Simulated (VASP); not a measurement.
# Si (Fd-3m) in VASP: notebook, part 2 of 3

VASP 6.6.1. The steps go on from the part before.

## Step 4: Vibrations by perturbation theory, PBEsol

This run uses another cell than the first one, of 18.79 Å³/atom.

INCAR reads:

```
PREC = Accurate
ENCUT = 520
EDIFF = 1E-8
ISMEAR = 0
SIGMA = 0.01
LREAL = F
LASPH = T
NELM = 100
ALGO = Normal
ISIF = 2
LWAVE = F
LCHARG = F
GGA = PS
IBRION = 8
NSW = 1
```

KPOINTS reads:

```
regular mesh
0
Gamma
  8 8 8
```

POSCAR reads:

```
Si
1.0
    2.6587699136      2.6587699136      0.0000000000
   -2.6587699136      2.6587699136      0.0000000000
    0.0000000000      2.6587699136      2.6587699136
Si
2
Direct
    0.2500000000      0.7500000000      0.5000000000
    0.0000000000      0.0000000000      0.0000000000
```

Potentials or basis: VASP PAW PBE potentials, release 64 (Si).

Started as:

```console
$ cat potpaw_PBE.64/Si/POTCAR > POTCAR
$ mpirun -np 1 vasp_std > vasp.out
```

OUTCAR:

```text
PREC = Accurate
   ENCUT = 520
   EDIFF = 1E-8
   ISMEAR = 0
   LREAL = F
   LASPH = T
   NELM = 100
   ISIF = 2
   GGA = PS
   IBRION = 8
   NSW = 1

 ion  position               nearest neighbor table
   1  0.250  0.750  0.500-   2 2.30   2 2.30   2 2.30   2 2.30
   2  0.000  0.000  0.000-   1 2.30   1 2.30   1 2.30   1 2.30

  LATTYP: Found a face centered cubic cell.
 ALAT       =     5.3175398272

  Lattice vectors:

 A1 = (   0.0000000000,   2.6587699136,   2.6587699136)
 A2 = (   2.6587699136,   0.0000000000,   2.6587699136)
 A3 = (   2.6587699136,   2.6587699136,   0.0000000000)

Analysis of symmetry for initial positions (statically):
=====================================================================
 Subroutine PRICEL returns:
 Original cell was already a primitive cell.

 Routine SETGRP: Setting up the symmetry group for a
 face centered cubic supercell.

 Subroutine GETGRP returns: Found 48 space group operations
[... 491 lines left out ...]
     0.00000-12.63269 -0.01192

 INTERNAL STRAIN TENSOR FOR ION    2 for displacements in x,y,z  (eV/Angst):
          X           Y           Z          XY          YZ          ZX
  --------------------------------------------------------------------------------
  x    -0.00000     0.00000     0.00000     0.00000    12.63269     0.00000
  y     0.00000     0.00000     0.00000     0.00000     0.00000    12.63269
  z     0.00000     0.00000    -0.00000    12.63269     0.00000     0.00000

 SECOND DERIVATIVES (NOT SYMMETRIZED)
 ------------------------------------
               1X          1Y          1Z          2X          2Y          2Z
  1X   -15.234599   -0.000000    0.000000   15.234599    0.000000   -0.000000
  1Y     0.000000  -15.234599   -0.000000   -0.000000   15.234599    0.000000
  1Z     0.000000   -0.000000  -15.234599   -0.000000    0.000000   15.234599
  2X    15.234599    0.000000   -0.000000  -15.234599   -0.000000    0.000000
  2Y    -0.000000   15.234599    0.000000    0.000000  -15.234599   -0.000000
  2Z    -0.000000    0.000000   15.234599    0.000000   -0.000000  -15.234599

 Eigenvectors and eigenvalues of the dynamical matrix
 ----------------------------------------------------

   1 f  =   16.283360 THz   102.311368 2PiTHz  543.154422 cm-1    67.342535 meV
             X         Y         Z           dx          dy          dz
     -1.329385  3.988155  1.329385     0.685994   -0.171499    0.000000
      0.000000  0.000000  0.000000    -0.685994    0.171499    0.000000
[... 16 lines left out ...]
   5 f  =    0.000000 THz     0.000000 2PiTHz    0.000000 cm-1     0.000000 meV
             X         Y         Z           dx          dy          dz
     -1.329385  3.988155  1.329385    -0.000000    0.000000    0.707107
      0.000000  0.000000  0.000000     0.000000    0.000000    0.707107

   6 f/i=    0.000000 THz     0.000001 2PiTHz    0.000005 cm-1     0.000001 meV
             X         Y         Z           dx          dy          dz
     -1.329385  3.988155  1.329385    -0.676613    0.205415    0.000000
      0.000000  0.000000  0.000000    -0.676613    0.205415    0.000000

--------------------------------------------------------------------------------------------------------

 ELASTIC MODULI CONTR FROM IONIC RELAXATION (kBar)
 Direction    XX          YY          ZZ          XY          YZ          ZX
 --------------------------------------------------------------------------------
 XX          -0.0000     -0.0000      0.0000     -0.0000      0.0000     -0.0000
 YY          -0.0000     -0.0000      0.0000     -0.0000      0.0000     -0.0000
 ZZ           0.0000      0.0000     -0.0000      0.0000     -0.0000      0.0000
 XY          -0.0000     -0.0000      0.0000   -446.4765      0.0000     -0.0000
 YZ           0.0000      0.0000     -0.0000      0.0000   -446.4765      0.0000
 ZX          -0.0000     -0.0000      0.0000     -0.0000      0.0000   -446.4765
 --------------------------------------------------------------------------------
```

stdout:

```text
POSCAR found type information on POSCAR Si
 POSCAR found :  1 types and       2 ions
 scaLAPACK will be used
 -----------------------------------------------------------------------------
|                                                                             |
|                                                                             |
|     You enforced a specific xc type in the INCAR file but a different       |
|     I HOPE YOU KNOW WHAT YOU ARE DOING!                                     |
|                                                                             |
 -----------------------------------------------------------------------------

 LDA part: xc-table for (Slater+PW92), standard interpolation
 POSCAR, INCAR and KPOINTS ok, starting setup
 FFT: planning ... GRIDC
 FFT: planning ... GRID_SOFT
 FFT: planning ... GRID
 WAVECAR not read
 entering main loop
 Linear response reoptimize wavefunctions to high precision
 Linear response DOF=           1
 Linear response progress:
 first order change of Fermi-energy  -0.22592E-03
 force on displaced ion       1 direction 1 : -15.235  -0.000   0.000
 Linear response finished
```

Wall time 78 s (1 thread of Intel Xeon 8259CL, shared host); peak memory 0.2 GiB.

What came out:

* Highest phonon frequency at Γ: 543 cm⁻¹

Phonon frequencies in cm⁻¹ (negative: imaginary):
| q point | frequencies |
| --- | --- |
| (0.000, 0.000, 0.000) | 0 0 0 543 543 543 |

Caveat: the cell stands under pressure or tension, which shifts response properties; the PAW data sets were made with another functional, which shifts forces and pressure a little.

## Step 5: Vibrations by perturbation theory, PBEsol

This run uses another cell than the first one, of 19.28 Å³/atom.

INCAR reads:

```
PREC = Accurate
ENCUT = 520
EDIFF = 1E-8
ISMEAR = 0
SIGMA = 0.01
LREAL = False
LASPH = True
NELM = 60
ALGO = Normal
ISIF = 2
LWAVE = False
LCHARG = False
GGA = PS
NBANDS = 11
IBRION = 8
NSW = 1
```

KPOINTS is that of step 4.

POSCAR reads:

```
Si
1.0
    2.6813629397      2.6813629397      0.0000000000
   -2.6813629397      2.6813629397      0.0000000000
    0.0000000000      2.6813629397      2.6813629397
Si
2
Direct
    0.2500000000      0.7500000000      0.5000000000
    0.0000000000      0.0000000000      0.0000000000
```

Potentials or basis: VASP PAW PBE potentials, release 64 (Si).

Started as:

```console
$ cat potpaw_PBE.64/Si/POTCAR > POTCAR
$ mpirun -np 1 vasp_std > vasp.out
```

OUTCAR:

```text
PREC = Accurate
   ENCUT = 520
   EDIFF = 1E-8
   ISMEAR = 0
   LREAL = False
   LASPH = True
   NELM = 60
   ISIF = 2
   GGA = PS
   IBRION = 8
   NSW = 1

 ion  position               nearest neighbor table
   1  0.250  0.750  0.500-   2 2.32   2 2.32   2 2.32   2 2.32
   2  0.000  0.000  0.000-   1 2.32   1 2.32   1 2.32   1 2.32

  LATTYP: Found a face centered cubic cell.
 ALAT       =     5.3627258794

  Lattice vectors:

 A1 = (   0.0000000000,   2.6813629397,   2.6813629397)
 A2 = (   2.6813629397,   0.0000000000,   2.6813629397)
 A3 = (   2.6813629397,   2.6813629397,   0.0000000000)

Analysis of symmetry for initial positions (statically):
=====================================================================
 Subroutine PRICEL returns:
 Original cell was already a primitive cell.

 Routine SETGRP: Setting up the symmetry group for a
 face centered cubic supercell.

 Subroutine GETGRP returns: Found 48 space group operations
 (whereof 24 operations were pure point group operations)
 out of a pool of 48 trial point group operations.

The static configuration has the point symmetry T_d .
 The point group associated with its full space group is O_h .

Analysis of symmetry for dynamics (positions and initial velocities):
=====================================================================
 Subroutine PRICEL returns:
 Original cell was already a primitive cell.

 Routine SETGRP: Setting up the symmetry group for a
 face centered cubic supercell.

 Subroutine GETGRP returns: Found 48 space group operations
[... 519 lines left out ...]
 -----------------------------------------------------------------------------------
     -1.34068      4.02204      1.34068         0.000000      0.000000      0.000000
      0.00000      0.00000      0.00000        -0.000000     -0.000000      0.000000
 -----------------------------------------------------------------------------------
    total drift:                                0.000000      0.000000     -0.000000

  FREE ENERGIE OF THE ION-ELECTRON SYSTEM (eV)
  ---------------------------------------------------
  free  energy   TOTEN  =       -11.4690661984 eV

  energy  without entropy=      -11.4690661984  energy(sigma->0) =      -11.46906620

[... ionic steps 2 to 3 ...]

--------------------------------------- Ionic step        4  -------------------------------------------

 Free energy of the ion-electron system (eV)
  ---------------------------------------------------
  ---------------------------------------------------
  free energy    TOTEN  =        -0.01741509 eV

  energy without entropy =       -0.01741509

------------------------ aborting loop because EDIFF is reached ----------------------------------------

 INTERNAL STRAIN TENSOR  FOR ION    1  DIRECTION 1   (eV/Angst):
 -----------------------------------------------------------------------------
     0.02054  0.00000  0.00000
     0.00000 -0.01154-11.39174
     0.00000-11.39174 -0.01154

 INTERNAL STRAIN TENSOR FOR ION    2 for displacements in x,y,z  (eV/Angst):
          X           Y           Z          XY          YZ          ZX
  --------------------------------------------------------------------------------
  x    -0.00000     0.00000     0.00000     0.00000    11.39174     0.00000
  y    -0.00000     0.00000    -0.00000     0.00000     0.00000    11.39174
  z     0.00000     0.00000    -0.00000    11.39174     0.00000     0.00000

 SECOND DERIVATIVES (NOT SYMMETRIZED)
 ------------------------------------
               1X          1Y          1Z          2X          2Y          2Z
  1X   -14.487141   -0.000000    0.000000   14.487141    0.000000   -0.000000
  1Y     0.000000  -14.487141   -0.000000   -0.000000   14.487141    0.000000
  1Z     0.000000   -0.000000  -14.487141   -0.000000    0.000000   14.487141
  2X    14.487141    0.000000   -0.000000  -14.487141   -0.000000    0.000000
  2Y    -0.000000   14.487141    0.000000    0.000000  -14.487141   -0.000000
  2Z    -0.000000    0.000000   14.487141    0.000000   -0.000000  -14.487141

 Eigenvectors and eigenvalues of the dynamical matrix
 ----------------------------------------------------

   1 f  =   15.878879 THz    99.769942 2PiTHz  529.662404 cm-1    65.669739 meV
             X         Y         Z           dx          dy          dz
     -1.340681  4.022044  1.340681     0.685994   -0.171499    0.000000
      0.000000  0.000000  0.000000    -0.685994    0.171499    0.000000
[... 21 lines left out ...]
   6 f  =    0.000000 THz     0.000000 2PiTHz    0.000000 cm-1     0.000000 meV
             X         Y         Z           dx          dy          dz
     -1.340681  4.022044  1.340681    -0.000000    0.000000    0.707107
      0.000000  0.000000  0.000000     0.000000    0.000000    0.707107

--------------------------------------------------------------------------------------------------------

 ELASTIC MODULI CONTR FROM IONIC RELAXATION (kBar)
 Direction    XX          YY          ZZ          XY          YZ          ZX
 --------------------------------------------------------------------------------
 XX          -0.0000      0.0000      0.0000     -0.0000      0.0000      0.0000
 YY           0.0000     -0.0000      0.0000     -0.0000     -0.0000     -0.0000
 ZZ           0.0000      0.0000     -0.0000      0.0000     -0.0000      0.0000
 XY          -0.0000     -0.0000      0.0000   -372.2301      0.0000     -0.0000
 YZ           0.0000     -0.0000     -0.0000      0.0000   -372.2301      0.0000
 ZX           0.0000     -0.0000      0.0000     -0.0000      0.0000   -372.2301
 --------------------------------------------------------------------------------
```

OSZICAR:

```text
N       E                     dE             d eps       ncg     rms          rms(c)
DAV:   1     0.680439546966E+01    0.68044E+01   -0.32279E+03   638   0.568E+02
DAV:   2    -0.111440535275E+02   -0.17948E+02   -0.16616E+02   820   0.847E+01
DAV:   3    -0.117134083591E+02   -0.56935E+00   -0.56835E+00   820   0.130E+01
[... 24 lines left out ...]
RMM:   6    -0.174163097638E-01    0.14274E-05   -0.31446E-06  3570   0.856E-04    0.130E-03
RMM:   7    -0.174149996285E-01    0.13101E-05    0.21340E-07  3556   0.404E-04    0.489E-05
RMM:   8    -0.174151400928E-01   -0.14046E-06   -0.75920E-09  3681   0.629E-05    0.242E-05
RMM:   9    -0.174151070016E-01    0.33091E-07   -0.12119E-07  3709   0.359E-05    0.590E-06
RMM:  10    -0.174150913494E-01    0.15652E-07    0.64962E-09  3790   0.207E-05    0.385E-06
RMM:  11    -0.174150945824E-01   -0.32330E-08   -0.78997E-08  3600   0.170E-05    0.333E-07
 Linear response finished
```

stdout:

```text
POSCAR found type information on POSCAR Si
 POSCAR found :  1 types and       2 ions
 scaLAPACK will be used
 -----------------------------------------------------------------------------
|                                                                             |
|                                                                             |
|     You enforced a specific xc type in the INCAR file but a different       |
|     I HOPE YOU KNOW WHAT YOU ARE DOING!                                     |
|                                                                             |
 -----------------------------------------------------------------------------

 LDA part: xc-table for (Slater+PW92), standard interpolation
 POSCAR, INCAR and KPOINTS ok, starting setup
 FFT: planning ... GRIDC
 FFT: planning ... GRID_SOFT
 FFT: planning ... GRID
 WAVECAR not read
 entering main loop
 Linear response reoptimize wavefunctions to high precision
 Linear response DOF=           1
 Linear response progress:
 first order change of Fermi-energy  -0.18852E-03
 force on displaced ion       1 direction 1 : -14.487   0.000  -0.000
 Linear response finished
```

Run time: 1.8 min. Hardware: 1 thread of Intel Xeon 8259CL, shared host; peak memory 0.21 GiB.

Results:

```yaml
Highest_phonon_frequency_at_Γ: 530 cm⁻¹
```

Phonon frequencies in cm⁻¹ (negative: imaginary):
| q point | frequencies |
| --- | --- |
| (0.000, 0.000, 0.000) | 0 0 0 530 530 530 |

Caveat: the cell stands under pressure or tension, which shifts response properties; the PAW data sets were made with another functional, which shifts forces and pressure a little.

(Part 2 of 3 ends here.)
